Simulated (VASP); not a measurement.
# Si in VASP: further runs

Aim: see how the results for Si move with the level of theory and the settings. Levels: PBE, r2SCAN. Tasks: single point.

Everything below comes from runs of VASP 6.6.1. Logs are shortened: lines on timing, memory, paths and dates and some standing lists are left out, and cuts for length are marked.

## Step 1: The cell of the first run

The typed cell holds 4 atoms: a = 3.831 Å, b = 3.831 Å, c = 6.333 Å, α = 90.00°, β = 90.00°, γ = 120.00°.

This isn't the form of Si at room conditions, which is diamond.

## Step 2: Single point, PBE (atoms moved at random)

INCAR reads:

```
SYSTEM = Si
PREC = Accurate ; ENCUT = 450
EDIFF = 1E-7 ; ISMEAR = 0
SIGMA = 0.02 ; LREAL = .False.
LASPH = .True. ; ALGO = Normal
NELM = 100 ; ISIF = 2
LWAVE = .False. ; LCHARG = .False.
```

KPOINTS reads:

```
k-points
0
Gamma
  7 7 4
```

POSCAR reads:

```
Si
1.0
    3.8313174605      0.0000000000      0.0000000000
   -1.9156587303      3.3180182508      0.0000000000
    0.0000000000      0.0000000000      6.3326220002
Si
4
Direct
    0.6699270000      0.3365310000      0.9377220000
    0.3388510000      0.6697410000      0.4365450000
    0.6692030000      0.3337620000      0.5662070000
    0.3322490000      0.6638230000      0.0628660000
```

Potentials or basis: VASP PAW PBE potentials, release 64 (Si).

Run with:

```sh
cat potpaw_PBE.64/Si/POTCAR > POTCAR
mpirun -np 1 vasp_std > vasp.out
```

OUTCAR:

```text
SYSTEM = Si
   PREC = Accurate
   ENCUT = 450
   EDIFF = 1E-7
   ISMEAR = 0
   LREAL = .False.
   LASPH = .True.
   NELM = 100
   ISIF = 2

 Found     99 irreducible k-points:

 Following reciprocal coordinates:
            Coordinates               Weight
  0.000000  0.000000  0.000000      1.000000
  0.142857  0.000000  0.000000      2.000000
  0.000000  0.142857  0.000000      2.000000
 -0.142857  0.142857  0.000000      2.000000
  0.285714  0.000000  0.000000      2.000000
  0.000000  0.285714  0.000000      2.000000
   k-points           NKPTS =     99   k-points in BZ     NKDIM =     99   number of bands    NBANDS=     12
   number of dos      NEDOS =    301   number of ions     NIONS =      4
   total plane-waves  NPLWV =  37632
   dimension x,y,z NGX =    28 NGY =   28 NGZ =   48
   dimension x,y,z NGXF=    56 NGYF=   56 NGZF=   96
   ions per type =               4
   NGX,Y,Z   is equivalent  to a cutoff of  12.15, 12.15, 12.60 a.u.
   NGXF,Y,Z  is equivalent  to a cutoff of  24.30, 24.30, 25.20 a.u.
 SYSTEM =  Si
   PREC   = accura    normal or accurate (medium, high low for compatibility)
   ISTART =      0    job   : 0-new  1-cont  2-samecut
   ICHARG =      2    charge: 1-file 2-atom 10-const
   ISPIN  =      1    spin polarized calculation?
   LNONCOLLINEAR =      F non collinear calculations
   LSORBIT =      F    spin-orbit coupling
   LASPH  =      T    aspherical Exc in radial PAW
   ENCUT  =  450.0 eV  33.07 Ry    5.75 a.u.   6.63  6.63 10.95*2*pi/ulx,y,z
   NELM   =    100;   NELMIN=  2; NELMDL= -5     # of ELM steps
   EDIFF  = 0.1E-06   stopping-criterion for ELM
   LREAL  =      F    real-space projection
   EDIFFG = 0.1E-05   stopping-criterion for IOM
   NSW    =      0    number of steps for IOM
   IBRION =     -1    ionic relax: 0-MD 1-quasi-New 2-CG
   NFREE  =      0    steps in history (QN), initial steepest desc. (CG)
   ISIF   =      2    stress and relaxation
   ISYM   =      2    0-nonsym 1-usesym 2-fastsym
   POTIM  = 0.5000    time-step for ionic-motion
   TEBEG  =    0.0;   TEEND  =   0.0 temperature during run

   SCALEE = 1.0000    scale energy and forces
   PSTRESS=    0.0 pullay stress
   NELECT =      16.0000    total number of electrons
   NUPDOWN=      -1.0000    fix difference up-down
   EMIN   =  10.00;   EMAX   =-10.00  energy-range for DOS
   EFERMI =   0.00;   METHOD = LEGACY
   ISMEAR =     0;   SIGMA  =   0.02  broadening in eV -4-tet -1-fermi 0-gaus
   EFERMI_NEDOS =   21; number of points for ismear=-14 and -15
   IALGO  =     38    algorithm
   IMIX   =      4    mixing-type and parameters
     AMIX     =   0.40;   BMIX     =  1.00
     AMIX_MAG =   1.60;   BMIX_MAG =  1.00
  volume/ion in A,a.u.               =      20.13       135.81
  Fermi-wavevector in a.u.,A,eV,Ry     =   0.955384  1.805414 12.418837  0.912759
  Thomas-Fermi vector in A             =   2.084217
   LORBIT       =      0    0 simple, 1 ext, 2 COOP (PROOUT), +10 PAW based schemes
   GGA     = PE    functional components
   LHFCALC =     F    Hartree Fock is set to
   AEXX    =    0.0000 exact exchange contribution
   IVDW    =     0    specifies the selected vdW correction
   LEPSILON=     F    determine dielectric tensor
   LRPA    =     F    only Hartree local field effects (RPA)

   CSHIFT  =0.1000    complex shift for real part using Kramers Kronig

   OMEGAMAX=  -1.0    maximum frequency
 non-spin polarized calculation
 Gauss-broadening in eV      SIGMA  =   0.02
  energy-cutoff  :      450.00
  volume of cell :       80.50
 maximum number of plane-waves:      1786
   NGX = 13   NGY = 13   NGZ = 21

 number of electron      15.9999999 magnetization

 Free energy of the ion-electron system (eV)
  ---------------------------------------------------
  ext. energy  EPLUGINS =         0.00000000
  ---------------------------------------------------
  free energy    TOTEN  =       -21.63407408 eV

  energy without entropy =      -21.63407408  energy(sigma->0) =      -21.63407408

 E-fermi :   6.1917     XC(G=0):  -9.3835

 val. band max:        6.0819313581   @ k =   0.0000   0.0000   0.0000
 cond. band min:       6.5089365487   @ k =   0.0000   0.4286   0.0000
 fundamental gap:      0.4270051907
 Fermi energy:         6.1917148983

 k-point     1 :       0.0000    0.0000    0.0000
  band No.  band energies     occupation
      1      -6.1619      2.00000
      2      -3.8592      2.00000
      3      -1.2203      2.00000
      4       4.4971      2.00000
      5       4.5415      2.00000
      6       5.6259      2.00000
      7       6.0413      2.00000
      8       6.0819      2.00000
      9       7.0752      0.00000
     10       8.0029      0.00000
     11       8.0421      0.00000
     12       8.3975      0.00000

 k-point     2 :       0.1429    0.0000    0.0000
  band No.  band energies     occupation
      1      -5.9253      2.00000
      2      -3.6172      2.00000
      3      -1.1068      2.00000
      4       2.9837      2.00000
      5       4.0968      2.00000
      6       4.5722      2.00000
      7       5.2788      2.00000
      8       5.6739      2.00000
      9       7.4548      0.00000
     10       8.6150      0.00000
     11       8.6523      0.00000
     12       8.9632      0.00000

 k-point     3 :       0.0000    0.1429    0.0000
  band No.  band energies     occupation
      1      -5.9259      2.00000
      2      -3.6177      2.00000
      3      -1.1064      2.00000
      4       3.0056      2.00000
      5       4.0727      2.00000
      6       4.5891      2.00000
      7       5.2817      2.00000
      8       5.6533      2.00000
      9       7.4393      0.00000
     10       8.6159      0.00000
     11       8.6656      0.00000
     12       8.9621      0.00000

 k-point     4 :      -0.1429    0.1429    0.0000
  band No.  band energies     occupation
      1      -5.9253      2.00000
      2      -3.6171      2.00000
      3      -1.1069      2.00000
      4       2.9830      2.00000
      5       4.0956      2.00000
      6       4.5709      2.00000
      7       5.2760      2.00000
      8       5.6806      2.00000
      9       7.4563      0.00000
     10       8.6062      0.00000
     11       8.6577      0.00000
     12       8.9647      0.00000

 k-point     5 :       0.2857    0.0000    0.0000
  band No.  band energies     occupation
      1      -5.2377      2.00000
      2      -2.9096      2.00000
      3      -1.1143      2.00000
      4       1.3195      2.00000
      5       2.3450      2.00000
      6       3.4346      2.00000
      7       4.3149      2.00000
      8       5.0471      2.00000
      9       6.9435      0.00000
     10       8.8992      0.00000
     11       9.2117      0.00000
     12       9.2861      0.00000

 k-point     6 :       0.0000    0.2857    0.0000
  band No.  band energies     occupation
      1      -5.2406      2.00000
      2      -2.9122      2.00000
      3      -1.1076      2.00000
      4       1.3316      2.00000
      5       2.3609      2.00000
      6       3.4165      2.00000
      7       4.3231      2.00000
      8       5.0321      2.00000
      9       6.9264      0.00000
     10       8.8844      0.00000
     11       9.2170      0.00000
     12       9.2704      0.00000

 [... further k-points ...]

------------------------ aborting loop because EDIFF is reached ----------------------------------------

  FORCE on cell =-STRESS in cart. coord.  units (eV):
  Direction    XX          YY          ZZ          XY          YZ          ZX
  --------------------------------------------------------------------------------------
  -------------------------------------------------------------------------------------
  Total        0.7053969      0.5165012      0.8491107     -0.0056155      0.1883211      0.0757336
  in kB       14.0389191     10.2794866     16.8991339     -0.1117604      3.7479950      1.5072611
  external PRESSURE =      13.7391799 kB  Pullay stress =       0.0000000 kB

 VOLUME and BASIS-vectors are now :
 -----------------------------------------------------------------------------
  energy-cutoff  :      450.00
  volume of cell :       80.50
      direct lattice vectors                 reciprocal lattice vectors
     3.831317461  0.000000000  0.000000000     0.261006823  0.150692360  0.000000000
    -1.915658730  3.318018251  0.000000000     0.000000000  0.301384720  0.000000000
     0.000000000  0.000000000  6.332622000     0.000000000  0.000000000  0.157912473

 POSITION                                       TOTAL-FORCE (eV/Angst)
 -----------------------------------------------------------------------------------
      1.92202      1.11662      5.93824        -0.066676     -0.252904      0.082650
      0.01525      2.22221      2.76447        -0.082987     -0.119529      0.168825
      1.92456      1.10743      3.58557         0.075029      0.114121     -0.293005
      0.00129      2.20258      0.39811         0.074633      0.258312      0.041531
 -----------------------------------------------------------------------------------
    total drift:                                0.000023      0.000011      0.000002

  FREE ENERGIE OF THE ION-ELECTRON SYSTEM (eV)
  ---------------------------------------------------
  free  energy   TOTEN  =       -21.6340740828 eV

  energy  without entropy=      -21.6340740828  energy(sigma->0) =      -21.63407408
```

Run time: 28 s. Hardware: 1 thread of Intel Xeon 6975P-C (Granite Rapids), shared host; peak memory 0.2 GiB.

What came out:

```yaml
Free_energy: -21.6341 eV
Pressure: 1.4 GPa
Largest_force: 0.323 eV/Å
Band_gap_on_the_k_mesh: 0.43 eV (least direct gap 0.99 eV)
```

Forces on the atoms (eV/Å):
```
Si  -0.067 -0.253  0.083
Si  -0.083 -0.120  0.169
Si   0.075  0.114 -0.293
Si   0.075  0.258  0.042
```

Stress tensor (GPa, compression positive):
```
 1.40 -0.01  0.15
-0.01  1.03  0.37
 0.15  0.37  1.69
```

Caveat: the cell differs from its parent crystal (atoms moved at random); an odd mesh through Γ misses points on the zone boundary, where band edges can lie.

## Step 3: Single point, r2SCAN

POSCAR reads:

```
Si
1.0
    3.8313174605      0.0000000000      0.0000000000
   -1.9156587303      3.3180182508      0.0000000000
    0.0000000000      0.0000000000      6.3326220002
Si
4
Direct
    0.6666666667      0.3333333333      0.9369905000
    0.3333333333      0.6666666667      0.4369905000
    0.6666666667      0.3333333333      0.5630095000
    0.3333333333      0.6666666667      0.0630095000
```

INCAR.step1 reads:

```
ALGO = Normal
EDIFF = 1E-4
ENCUT = 520
GGA = PE
ISMEAR = 0
LASPH = True
LCHARG = False
LREAL = False
LWAVE = True
NBANDS = 16
NELM = 60
PREC = Accurate
SIGMA = 0.01
```

INCAR.step2 reads:

```
ALGO = Normal
EDIFF = 1E-6
ENCUT = 520
ISIF = 2
ISMEAR = 0
ISTART = 1
LASPH = True
LCHARG = False
LMIXTAU = True
LREAL = False
LWAVE = False
METAGGA = R2SCAN
NBANDS = 16
NELM = 60
PREC = Accurate
SIGMA = 0.01
```

KPOINTS reads:

```
k-points
0
Gamma
  12 12 4
```

Potentials or basis: VASP PAW PBE potentials, release 64 (Si).

Run with:

```sh
cat potpaw_PBE.64/Si/POTCAR > POTCAR
cp INCAR.step1 INCAR
mpirun -np 1 vasp_std > vasp.out
cp INCAR.step2 INCAR
mpirun -np 1 vasp_std > vasp.out
```

OUTCAR:

```text
EDIFF = 1E-6
   ENCUT = 520
   ISIF = 2
   ISMEAR = 0
   ISTART = 1
   LASPH = True
   LREAL = False
   METAGGA = R2SCAN
   NELM = 60
   PREC = Accurate

 ion  position               nearest neighbor table
   1  0.667  0.333  0.937-   4 2.35   4 2.35   4 2.35   3 2.37
   2  0.333  0.667  0.437-   3 2.35   3 2.35   3 2.35   4 2.37
   3  0.667  0.333  0.563-   2 2.35   2 2.35   2 2.35   1 2.37
   4  0.333  0.667  0.063-   1 2.35   1 2.35   1 2.35   2 2.37

  LATTYP: Found a hexagonal cell.
 ALAT       =     3.8313174605
 C/A-ratio  =     1.6528575524

  Lattice vectors:

 A1 = (   3.8313174605,   0.0000000000,   0.0000000000)
 A2 = (  -1.9156587303,   3.3180182508,   0.0000000000)
 A3 = (   0.0000000000,   0.0000000000,   6.3326220002)

Analysis of symmetry for initial positions (statically):
=====================================================================
 Subroutine PRICEL returns:
 Original cell was already a primitive cell.

 Routine SETGRP: Setting up the symmetry group for a
 hexagonal supercell.

[... 172 lines left out ...]
 E-fermi :   6.0123     XC(G=0):  -9.8304

 val. band max:        5.9539467537   @ k =   0.0000   0.0000   0.0000
 cond. band min:       6.5691385962   @ k =   0.5000  -0.0000   0.0000
 fundamental gap:      0.6151918425
 Fermi energy:         6.0123212447

 k-point     1 :       0.0000    0.0000    0.0000
  band No.  band energies     occupation
      1      -6.8183      2.00000
      2      -4.4160      2.00000
      3      -1.5739      2.00000
      4       4.3429      2.00000
      5       4.3429      2.00000
      6       5.5824      2.00000
[... 433 lines left out ...]
      3      -1.0762      2.00000
      4       0.7752      2.00000
      5       1.4874      2.00000
      6       3.1889      2.00000
[... 8 lines left out ...]
     15      13.4071      0.00000
     16      13.8163      0.00000

 [... further k-points ...]

------------------------ aborting loop because EDIFF is reached ----------------------------------------

  FORCE on cell =-STRESS in cart. coord.  units (eV):
  Direction    XX          YY          ZZ          XY          YZ          ZX
  --------------------------------------------------------------------------------------
  -------------------------------------------------------------------------------------
  Total       -0.0629453     -0.0629453      0.0406631      0.0000000      0.0000000      0.0000000
  in kB       -1.2527475     -1.2527475      0.8092836      0.0000000      0.0000000      0.0000000
  external PRESSURE =      -0.5654038 kB  Pullay stress =       0.0000000 kB

 VOLUME and BASIS-vectors are now :
 -----------------------------------------------------------------------------
  energy-cutoff  :      520.00
  volume of cell :       80.50
      direct lattice vectors                 reciprocal lattice vectors
     3.831317461  0.000000000  0.000000000     0.261006823  0.150692360  0.000000000
    -1.915658730  3.318018251  0.000000000     0.000000000  0.301384720  0.000000000
     0.000000000  0.000000000  6.332622000     0.000000000  0.000000000  0.157912473

 POSITION                                       TOTAL-FORCE (eV/Angst)
 -----------------------------------------------------------------------------------
      1.91566      1.10601      5.93361         0.000000     -0.000000      0.003388
     -0.00000      2.21201      2.76730         0.000000      0.000000      0.003388
      1.91566      1.10601      3.56533        -0.000000     -0.000000     -0.003388
     -0.00000      2.21201      0.39902        -0.000000      0.000000     -0.003388
 -----------------------------------------------------------------------------------
    total drift:                                0.000000     -0.000000      0.000000

  FREE ENERGIE OF THE ION-ELECTRON SYSTEM (eV)
  ---------------------------------------------------
  free  energy   TOTEN  =       -35.0496787126 eV

  energy  without entropy=      -35.0496787126  energy(sigma->0) =      -35.04967871
```

OUTCAR.step1:

```text
EDIFF = 1E-4
   ENCUT = 520
   GGA = PE
   ISMEAR = 0
[... 687 lines left out ...]
      1.91566      1.10601      5.93361         0.000000      0.000000      0.006089
     -0.00000      2.21201      2.76730        -0.000000     -0.000000      0.006089
      1.91566      1.10601      3.56533         0.000000      0.000000     -0.006089
     -0.00000      2.21201      0.39902        -0.000000     -0.000000     -0.006089
 -----------------------------------------------------------------------------------
    total drift:                                0.000000     -0.000000      0.000000

  FREE ENERGIE OF THE ION-ELECTRON SYSTEM (eV)
  ---------------------------------------------------
  free  energy   TOTEN  =       -21.6514188650 eV

  energy  without entropy=      -21.6514188650  energy(sigma->0) =      -21.65141887
```

OSZICAR.step1:

```text
N       E                     dE             d eps       ncg     rms          rms(c)
DAV:   1     0.271183522359E+02    0.27118E+02   -0.60072E+03  1824   0.820E+02
DAV:   2    -0.200365113132E+02   -0.47155E+02   -0.42478E+02  2496   0.121E+02
DAV:   3    -0.219869615571E+02   -0.19505E+01   -0.19327E+01  2464   0.231E+01
DAV:   4    -0.220105138096E+02   -0.23552E-01   -0.23547E-01  2248   0.320E+00
DAV:   5    -0.220109117131E+02   -0.39790E-03   -0.39788E-03  2552   0.401E-01    0.686E+00
DAV:   6    -0.217627716303E+02    0.24814E+00   -0.99847E-02  2176   0.149E+00    0.418E+00
DAV:   7    -0.216485229622E+02    0.11425E+00   -0.21148E-01  2272   0.227E+00    0.243E-01
DAV:   8    -0.216507994849E+02   -0.22765E-02   -0.14996E-02  2232   0.615E-01    0.107E-01
DAV:   9    -0.216512956304E+02   -0.49615E-03   -0.64025E-04  2440   0.146E-01    0.822E-02
DAV:  10    -0.216514164727E+02   -0.12084E-03   -0.13171E-04  1952   0.580E-02    0.127E-02
DAV:  11    -0.216514188650E+02   -0.23924E-05   -0.60899E-06  1192   0.147E-02
   1 F= -.21651419E+02 E0= -.21651419E+02  d E =-.269484E-15
```

Wall time 3.2 min (1 thread of Intel Xeon 8259CL, shared host); peak memory 0.21 GiB.

Results:

```yaml
Free_energy: -35.0497 eV
Pressure: -0.1 GPa
Largest_force: 0.003 eV/Å
Band_gap_on_the_k_mesh: 0.62 eV (least direct gap 1.37 eV)
```

Forces in eV/Å, atoms in the order of the input:
```
Si   0.000  0.000  0.003
Si   0.000  0.000  0.003
Si   0.000  0.000 -0.003
Si   0.000  0.000 -0.003
```

Stress tensor (GPa, compression positive):
```
-0.13  0.00  0.00
 0.00 -0.13  0.00
 0.00  0.00  0.08
```

Caveat: the PAW data sets were made with another functional, which shifts forces and pressure a little.
